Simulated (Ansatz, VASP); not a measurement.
## One calculation of KI, two programs

The input INCAR:

```
SYSTEM = KI
PREC = Accurate
ENCUT = 520
EDIFF = 1E-7
ISMEAR = -1
SIGMA = 0.02
LREAL = .FALSE.
LASPH = .TRUE.
NELM = 80
ALGO = Normal
ISIF = 2
LWAVE = .FALSE.
LCHARG = .FALSE.
GGA = PE
NBANDS = 15
```

File KPOINTS:

```
Automatic mesh
0
G
  6 6 6
  0 0 0
```

POSCAR

```
KI
1.0
    0.0000000000      3.5245500000      3.5245500000
    3.5245500000      0.0000000000      3.5245500000
    3.5245500000      3.5245500000      0.0000000000
K I
1 1
Direct
   -0.0170234498      0.0170234498      0.0170234498
    0.5000000000      0.5000000000      0.5000000000
```

Input for Ansatz:

```yaml
crystal:
  lattice:
    - [0.0, 3.52455, 3.52455]
    - [3.52455, 0.0, 3.52455]
    - [3.52455, 3.52455, 0.0]
  atoms:
    - { symbol: K, position: [-0.0170234498, 0.0170234498, 0.0170234498] }
    - { symbol: I, position: [0.5, 0.5, 0.5] }
kpoints:
  mp_grid: { grid: [6, 6, 6] }
scf:
  occupations: { method: fermi_dirac, width: 0.02 }
hamiltonian:
  xc: pbe
  pseudopotentials: { kind: all_electron, lapw: { basis_error: 0.00025 } }
output:
  forces: true
  stress: true
  eigenvalues: true
```

Alike in both runs: task single point; functional PBE; k mesh 6 × 6 × 6; occupations fermi-dirac, width 0.02 eV; no spin polarisation.

|  | VASP | Ansatz |
| --- | --- | --- |
| version | VASP 6.6.1 | Ansatz 0.2.0 |
| potentials or method | VASP PAW PBE potentials, release 64 (K_sv, I), cutoff 520 eV | all-electron LAPW, scalar-relativistic |

Ansatz gave:

```
gap on the k mesh at the Fermi level (eV)                     : 3.99
pressure (GPa)                                                : 0.7
traceless stress, the component that is largest in VASP (GPa) : 0.15
rms of the force components (eV/Å)                            : 0.080
```

**Question.** Estimate VASP's values.

**Answer.** gap on the k mesh at the Fermi level (eV): 3.98; pressure (GPa): 0.8; traceless stress, the component that is largest in VASP (GPa): 0.15; rms of the force components (eV/Å): 0.081.

Atom by atom the forces differ by 0.001 eV/Å (rms over components). Ansatz ran all-electron here, and VASP with PAW potentials.

Spin-orbit coupling is off throughout.
